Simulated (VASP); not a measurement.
## CdTe: single point with r2SCAN

The system is CdTe.

```
CELL_PARAMETERS angstrom
4.93244 0.00000 0.00000
-2.46622 4.27161 0.00000
0.00000 0.00000 6.68782
ATOMIC_POSITIONS crystal
Cd 0.33333 0.66667 0.25000
Cd 0.66667 0.33333 0.75000
Te 0.66667 0.33333 0.25000
Te 0.33333 0.66667 0.75000
```

This cell differs from its parent crystal: volume changed by +3%.

- Program: VASP 6.6.1
- Task: single point
- Functional: r2SCAN
- Potentials or basis: VASP PAW PBE potentials, release 64 (Cd, Te)
- Cutoff: 520 eV
- k mesh: 6 × 6 × 4
- Occupations: fermi-dirac, width 0.02 eV
- Spin: no spin polarisation
- Dipole correction: no
- Further INCAR settings: ALGO = Normal; EDIFF = 1e-07; NBANDS = 26

```
Pressure               : -1.0 GPa
Band gap on the k mesh : 0.20 eV, indirect (least direct gap 0.27 eV)
```

Stress tensor (GPa, compression positive):
```
-1.19  0.00  0.00
 0.00 -1.19  0.00
 0.00  0.00 -0.72
```

Levels at points of the mesh, in eV from the valence-band top:
```
           k point  band 14  band 15  band 16  band 17  band 18  band 19  band 20  band 21  band 22  band 23
(0.00, 0.00, 0.00)    -1.24    -1.24    -0.32    -0.32    -0.07     0.20     0.95     4.42     4.42     5.80
(0.50, 0.00, 0.00)    -3.54    -2.26    -2.13    -1.06    -1.03     1.52     3.08     5.26     6.70     6.97
(0.00, 0.00, 0.50)    -1.97    -0.79    -0.79    -0.79    -0.79     1.63     1.63     4.73     4.73     4.73
(0.50, 0.00, 0.50)    -4.34    -1.71    -1.71    -0.35    -0.35     2.73     2.73     4.00     4.00     7.29
```

Wall time 4.2 min on 1 thread of AMD EPYC 9R45 96-Core Processor (Zen 5), on a shared host, peak memory 0.3 GiB.

Caveat: the PAW data sets were made with another functional, which shifts forces and pressure a little; spin-orbit coupling is left out, which moves the levels of the heavy elements. A k mesh can miss the band edges.
